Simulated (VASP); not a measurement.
Input of a VASP 6.6.1 run:

Contents of INCAR:

```
ALGO = Fast
EDIFF = 1E-6
EDIFFG = -0.01
ENCUT = 600
GGA = PS
IBRION = 2
ISIF = 3
ISMEAR = 0
LASPH = T
LCHARG = F
LREAL = F
LWAVE = F
NELM = 80
NSW = 80
PREC = Accurate
SIGMA = 0.1
```

File KPOINTS:

```
k-points
0
Gamma
  12 12 8
```

POSCAR

```
SiNi2
1.0
    3.9072750054      0.0000000000      0.0000000000
   -1.9536375027      3.3837994142      0.0000000000
    0.0000000000      0.0000000000      4.9323998920
Ni Si
4 2
Direct
    0.6666666667      0.3333333333      0.2500000000
    0.3333333333      0.6666666667      0.7500000000
    0.0000000000      0.0000000000      0.0000000000
    0.0000000000      0.0000000000      0.5000000000
    0.6666666667      0.3333333333      0.7500000000
    0.3333333333      0.6666666667      0.2500000000
```

Potentials or basis: VASP PAW PBE potentials, release 64 (Ni, Si).

Launch:

```console
$ cat potpaw_PBE.64/Ni/POTCAR potpaw_PBE.64/Si/POTCAR > POTCAR
$ mpirun -np 1 vasp_std > vasp.out
```

Task: What does it give for the band gap on the k mesh?

Result: Zero (bands 24 and 25 overlap by 3.37 eV).

Task: What does it give for the relaxed cell?

Result: a = 3.871 Å, b = 3.871 Å, c = 4.915 Å, α = 90.00°, β = 90.00°, γ = 120.00°.

Task: Estimate the relaxed volume.

Result: 10.63 Å³/atom.

Task: Predict the space group after relaxing (to 0.1 Å).

Result: P6_3/mmc (No. 194).

The path:
| step | energy change (eV) | largest force (eV/Å) | pressure (GPa) | volume (Å³) |
| --- | --- | --- | --- | --- |
| 1 | 0.0000 | 0.0000 | -5.07 | 65.21 |
| 2 | 0.0106 | 0.0000 | 6.78 | 62.02 |
| 3 | -0.0250 | 0.0000 | 0.08 | 63.73 |
| 4 | -0.0250 | 0.0000 | -0.11 | 63.76 |
| 5 | -0.0252 | 0.0000 | -0.15 | 63.78 |
| 6 | -0.0252 | 0.0000 | -0.11 | 63.79 |

Caveat: the PAW data sets were made with another functional, which shifts forces and pressure a little. Spin polarisation is off, so any magnetic state and its effect on volume and gap are missing.
